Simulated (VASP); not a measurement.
# BaH2 (Pnma) in VASP: single point with r2SCAN

Aim: the single point of BaH2 with r2SCAN.

Program: VASP 6.6.1. These are calculated values, not measurements. Logs are shortened: lines on timing, memory, paths and dates and some standing lists are left out, and cuts for length are marked.

## 1. The cell of the first run

Symmetry: Pnma, No. 62, orthorhombic system. Conventional cell: a = 6.936 Å, b = 4.231 Å, c = 8.016 Å, α = 90.00°, β = 90.00°, γ = 90.00°. Within 3.5 Å of Ba (site symmetry m) lie 9 H at 2.66 to 3.08 Å. H (site symmetry m) has 5 Ba at 2.83 to 3.08 Å and 10 H at 3.16 to 3.66 Å within 3.7 Å. H (site symmetry m) has 4 Ba at 2.66 to 2.68 Å and 8 H at 3.13 to 3.32 Å within 3.5 Å.

## 2. Single point, r2SCAN

Input file POSCAR:

```
BaH2
1.0
    6.9357380900      0.0000000000      0.0000000000
    0.0000000000      4.2309671100      0.0000000000
    0.0000000000      0.0000000000      8.0157895900
Ba H
4 8
Direct
    0.2609459773      0.2500000000      0.8877526054
    0.2390540227      0.7500000000      0.3877526054
    0.7609459773      0.2500000000      0.6122473946
    0.7390540227      0.7500000000      0.1122473946
    0.0279256330      0.2500000000      0.1770959990
    0.4720743670      0.7500000000      0.6770959990
    0.5279256330      0.2500000000      0.3229040010
    0.9720743670      0.7500000000      0.8229040010
    0.6445024533      0.2500000000      0.9284982524
    0.8554975467      0.7500000000      0.4284982524
    0.1445024533      0.2500000000      0.5715017476
    0.3554975467      0.7500000000      0.0715017476
```

Input file INCAR.step1:

```
  ALGO = Normal
  EDIFF = 1E-4
  ENCUT = 520
  GGA = PE
  ISMEAR = -1
  LASPH = True
  LCHARG = False
  LREAL = False
  LWAVE = True
  NBANDS = 36
  NELM = 60
  PREC = Accurate
  SIGMA = 0.02
```

Input file INCAR.step2:

```
  ALGO = Normal
  EDIFF = 1E-7
  ENCUT = 520
  ISIF = 2
  ISMEAR = -1
  ISTART = 1
  LASPH = True
  LCHARG = False
  LMIXTAU = True
  LREAL = False
  LWAVE = False
  METAGGA = R2SCAN
  NBANDS = 36
  NELM = 60
  PREC = Accurate
  SIGMA = 0.02
```

Input file KPOINTS:

```
k-points
0
Gamma
  4 8 4
```

Potentials or basis: VASP PAW PBE potentials, release 64 (Ba_sv, H).

Run with:

```bash
> cat potpaw_PBE.64/Ba_sv/POTCAR potpaw_PBE.64/H/POTCAR > POTCAR
> cp INCAR.step1 INCAR
> mpirun -np 1 vasp_std > vasp.out
> cp INCAR.step2 INCAR
> mpirun -np 1 vasp_std > vasp.out
```

OUTCAR:

```text
EDIFF = 1E-7
   ENCUT = 520
   ISIF = 2
   ISMEAR = -1
   ISTART = 1
   LASPH = True
   LREAL = False
   METAGGA = R2SCAN
   NELM = 60
   PREC = Accurate

 ion  position               nearest neighbor table
   1  0.261  0.250  0.888-  12 2.66  12 2.66  11 2.66   9 2.68   3 4.11   3 4.11   4 4.33   4 4.33
                             2 4.53   2 4.53   2 4.53   2 4.53   4 4.56   4 4.56
   2  0.239  0.750  0.388-  11 2.66  11 2.66  12 2.66  10 2.68   4 4.11   4 4.11   3 4.33   3 4.33
                             1 4.53   1 4.53   1 4.53   1 4.53   3 4.56   3 4.56
   3  0.761  0.250  0.612-  10 2.66  10 2.66   9 2.66  11 2.68   1 4.11   1 4.11   2 4.33   2 4.33
                             4 4.53   4 4.53   4 4.53   4 4.53   2 4.56   2 4.56
   4  0.739  0.750  0.112-   9 2.66   9 2.66  10 2.66  12 2.68   2 4.11   2 4.11   1 4.33   1 4.33
                             3 4.53   3 4.53   3 4.53   3 4.53   1 4.56   1 4.56
   5  0.028  0.250  0.177-
   6  0.472  0.750  0.677-
   7  0.528  0.250  0.323-
   8  0.972  0.750  0.823-
   9  0.645  0.250  0.928-   4 2.66   4 2.66   3 2.66   1 2.68
  10  0.855  0.750  0.428-   3 2.66   3 2.66   4 2.66   2 2.68
  11  0.145  0.250  0.572-   2 2.66   2 2.66   1 2.66   3 2.68
  12  0.355  0.750  0.072-   1 2.66   1 2.66   2 2.66   4 2.68

  LATTYP: Found a simple orthorhombic cell.
 ALAT       =     4.2309671100
 B/A-ratio  =     1.6392796043
 C/A-ratio  =     1.8945525648

  Lattice vectors:

 A1 = (   0.0000000000,  -4.2309671100,   0.0000000000)
 A2 = (   6.9357380900,   0.0000000000,   0.0000000000)
 A3 = (   0.0000000000,   0.0000000000,   8.0157895900)

Analysis of symmetry for initial positions (statically):
=====================================================================
 Subroutine PRICEL returns:
 Original cell was already a primitive cell.

 Routine SETGRP: Setting up the symmetry group for a
 simple orthorhombic supercell.

 Subroutine GETGRP returns: Found  8 space group operations
 (whereof  2 operations were pure point group operations)
 out of a pool of  8 trial point group operations.

The static configuration has the point symmetry S_2 .
 The point group associated with its full space group is D_2h.

Analysis of symmetry for dynamics (positions and initial velocities):
[... 133 lines left out ...]
   LREAL  =      F    real-space projection
   EDIFFG = 0.1E-05   stopping-criterion for IOM
   NSW    =      0    number of steps for IOM
   IBRION =     -1    ionic relax: 0-MD 1-quasi-New 2-CG
   NFREE  =      0    steps in history (QN), initial steepest desc. (CG)
   ISIF   =      2    stress and relaxation
   ISYM   =      2    0-nonsym 1-usesym 2-fastsym
   POTIM  = 0.5000    time-step for ionic-motion
   TEBEG  =    0.0;   TEEND  =   0.0 temperature during run
   PSTRESS=    0.0 pullay stress
   NELECT =      48.0000    total number of electrons
   NUPDOWN=      -1.0000    fix difference up-down
   EMIN   =  10.00;   EMAX   =-10.00  energy-range for DOS
   EFERMI =   0.00;   METHOD = LEGACY
   ISMEAR =    -1;   SIGMA  =   0.02  broadening in eV -4-tet -1-fermi 0-gaus
   EFERMI_NEDOS =   21; number of points for ismear=-14 and -15
   IALGO  =     38    algorithm
   IMIX   =      4    mixing-type and parameters
     AMIX     =   0.40;   BMIX     =  1.00
     AMIX_MAG =   1.60;   BMIX_MAG =  1.00
  volume/ion in A,a.u.               =      19.60       132.28
  Fermi-wavevector in a.u.,A,eV,Ry     =   0.963819  1.821355 12.639104  0.928948
  Thomas-Fermi vector in A             =   2.093398
   LORBIT       =      0    0 simple, 1 ext, 2 COOP (PROOUT), +10 PAW based schemes
   METAGGA = R2SCAN    functional components
   LHFCALC =     F    Hartree Fock is set to
   AEXX    =    0.0000 exact exchange contribution
   IVDW    =     0    specifies the selected vdW correction
   LEPSILON=     F    determine dielectric tensor
   LRPA    =     F    only Hartree local field effects (RPA)
 non-spin polarized calculation
  energy-cutoff  :      520.00
  volume of cell :      235.22
 maximum number of plane-waves:      6380
 NGX is ok and might be reduce to    54
   NGX = 25   NGY = 15   NGZ = 29

 number of electron      48.0000001 magnetization

 Free energy of the ion-electron system (eV)
  ---------------------------------------------------
  ext. energy  EPLUGINS =         0.00000000
  ---------------------------------------------------
  free energy    TOTEN  =      -140.72829577 eV

  energy without entropy =     -140.72829577  energy(sigma->0) =     -140.72829577

 E-fermi :  -0.0700     XC(G=0):  -8.4934

 val. band max:       -0.5422762957   @ k =   0.0000   0.0000   0.0000
 cond. band min:       2.8045799117   @ k =   0.5000   0.3750   0.0000
 fundamental gap:      3.3468562075
 Fermi energy:        -0.0700130425

 k-point     1 :       0.0000    0.0000    0.0000
  band No.  band energies     occupation
      1     -27.4741      2.00000
      2     -27.4131      2.00000
      3     -27.4070      2.00000
      4     -27.3985      2.00000
      5     -12.6915      2.00000
      6     -12.4964      2.00000
[... 925 lines left out ...]
     35       6.1716      0.00000
     36       6.1716      0.00000

 [... further k-points ...]
[... 5 lines left out ...]
  --------------------------------------------------------------------------------------
  -------------------------------------------------------------------------------------
  Total       -1.6333841     -2.0296784     -2.0567096     -0.0000000      0.0000000      0.0000000
  in kB      -11.1255189    -13.8248102    -14.0089281     -0.0000000      0.0000000      0.0000000
  external PRESSURE =     -12.9864190 kB  Pullay stress =       0.0000000 kB

 VOLUME and BASIS-vectors are now :
 -----------------------------------------------------------------------------
  energy-cutoff  :      520.00
  volume of cell :      235.22
      direct lattice vectors                 reciprocal lattice vectors
     6.935738090  0.000000000  0.000000000     0.144180762  0.000000000  0.000000000
     0.000000000  4.230967110  0.000000000     0.000000000  0.236352582  0.000000000
     0.000000000  0.000000000  8.015789590     0.000000000  0.000000000  0.124753774

 POSITION                                       TOTAL-FORCE (eV/Angst)
 -----------------------------------------------------------------------------------
      1.80985      1.05774      7.11604        -0.004242     -0.000000     -0.010896
      1.65802      3.17323      3.10814         0.004242      0.000000     -0.010896
      5.27772      1.05774      4.90765        -0.004242     -0.000000      0.010896
      5.12589      3.17323      0.89975         0.004242      0.000000      0.010896
      0.19368      1.05774      1.41956         0.002611      0.000000      0.004021
      3.27418      3.17323      5.42746        -0.002611      0.000000      0.004021
      3.66155      1.05774      2.58833         0.002611      0.000000     -0.004021
      6.74205      3.17323      6.59623        -0.002611     -0.000000     -0.004021
      4.47010      1.05774      7.44265        -0.000165     -0.000000     -0.000487
      5.93351      3.17323      3.43475         0.000165     -0.000000     -0.000487
      1.00223      1.05774      4.58104        -0.000165      0.000000      0.000487
      2.46564      3.17323      0.57314         0.000165      0.000000      0.000487
 -----------------------------------------------------------------------------------
    total drift:                                0.000000      0.000000     -0.000000

  FREE ENERGIE OF THE ION-ELECTRON SYSTEM (eV)
  ---------------------------------------------------
  free  energy   TOTEN  =      -140.7282957724 eV

  energy  without entropy=     -140.7282957724  energy(sigma->0) =     -140.72829577
```

Run time: 51 min. Hardware: 1 thread of AMD EPYC 7R13, shared host; peak memory 0.51 GiB.

What came out:

```
Free energy            : -140.7283 eV
Pressure               : -1.3 GPa
Largest force          : 0.012 eV/Å
Band gap on the k mesh : 3.35 eV (least direct gap 3.82 eV)
```

Forces on the atoms (eV/Å):
```
Ba  -0.004  0.000 -0.011
Ba   0.004  0.000 -0.011
Ba  -0.004  0.000  0.011
Ba   0.004  0.000  0.011
H    0.003  0.000  0.004
H   -0.003  0.000  0.004
H    0.003  0.000 -0.004
H   -0.003  0.000 -0.004
H    0.000  0.000  0.000
H    0.000  0.000  0.000
H    0.000  0.000  0.000
H    0.000  0.000  0.000
```

Stress tensor (GPa, compression positive):
```
-1.11  0.00  0.00
 0.00 -1.38  0.00
 0.00  0.00 -1.40
```

Caveat: the PAW data sets were made with another functional, which shifts forces and pressure a little; spin-orbit coupling is left out, which moves the levels of the heavy elements. A k mesh can miss the band edges.
